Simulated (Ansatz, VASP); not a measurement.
## Two plane-wave programs on TaN

File INCAR:

```
PREC     = Accurate       # precision mode
ENCUT    = 600            # plane-wave cutoff, eV
EDIFF    = 1E-6           # SCF threshold, eV
ISMEAR   = -1             # smearing method
SIGMA    = 0.05           # smearing width, eV
LREAL    = False          # projectors in reciprocal space
LASPH    = True           # aspherical terms in the spheres
NELM     = 120            # most SCF steps
ALGO     = Normal         # electronic algorithm
ISIF     = 2              # what is computed and relaxed
LWAVE    = False          # write WAVECAR
LCHARG   = False          # write CHGCAR
GGA      = B5             # functional
ALDAX    = 1.0          
AGGAX    = 1.0          
AGGAC    = 1.0          
ALDAC    = 0.0          
IVDW     = 12             # dispersion correction
VDW_S6   = 1.0          
VDW_S8   = 2.6996       
VDW_A1   = 0.4298       
VDW_A2   = 4.2359       
NBANDS   = 15             # bands
GGA_COMPAT= False
```

File KPOINTS:

```
regular mesh
0
Gamma
  10 10 10
```

Contents of POSCAR:

```
TaN
1.0
    0.0000000000      2.1964814589      2.1964814589
    2.1964814589      0.0000000000      2.1964814589
    2.1964814589      2.1964814589      0.0000000000
Ta N
1 1
Direct
    0.5000000000      0.5000000000      0.5000000000
    0.0000000000      0.0000000000      0.0000000000
```

The input input.yaml:

```yaml
crystal:
  lattice:
    - [0.0, 2.1964814589, 2.1964814589]
    - [2.1964814589, 0.0, 2.1964814589]
    - [2.1964814589, 2.1964814589, 0.0]
  atoms:
    - { symbol: Ta, position: [0.5, 0.5, 0.5] }
    - { symbol: "N", position: [0.0, 0.0, 0.0] }
hamiltonian:
  xc: blyp
  pseudopotentials: { kind: paw }
  dispersion: d3bj
kpoints:
  mp_grid: { grid: [10, 10, 10] }
scf:
  occupations: { method: fermi_dirac, width: 0.05 }
output:
  forces: true
  stress: true
  eigenvalues: true
```

Alike in both runs: task single point; functional BLYP; dispersion D3(BJ); k mesh 10 × 10 × 10; occupations fermi-dirac, width 0.05 eV; no spin polarisation.

|  | VASP | Ansatz |
| --- | --- | --- |
| version | VASP 6.6.1 | Ansatz 0.2.0 |
| potentials or method | VASP PAW PBE potentials, release 64 (Ta_pv, N) | Ansatz PAW |
| plane-wave cutoff (eV) | 600 | 420 |
| valence electrons in the cell | 16 | 18 |

|  | VASP | Ansatz | Ansatz less VASP |
| --- | --- | --- | --- |
| gap on the k mesh at the Fermi level (eV) | none | none | - |
| pressure (GPa) | 1.9 | -0.1 | -2.04 |

VASP's potentials were made for PBE, not for BLYP. A gap of «none» marks a metal or a gap that the smearing closes. VASP's potentials hold 16 valence electrons a cell and Ansatz's 18, so a difference there can come from the potentials and not from the codes.

Neither program's run includes spin-orbit coupling.
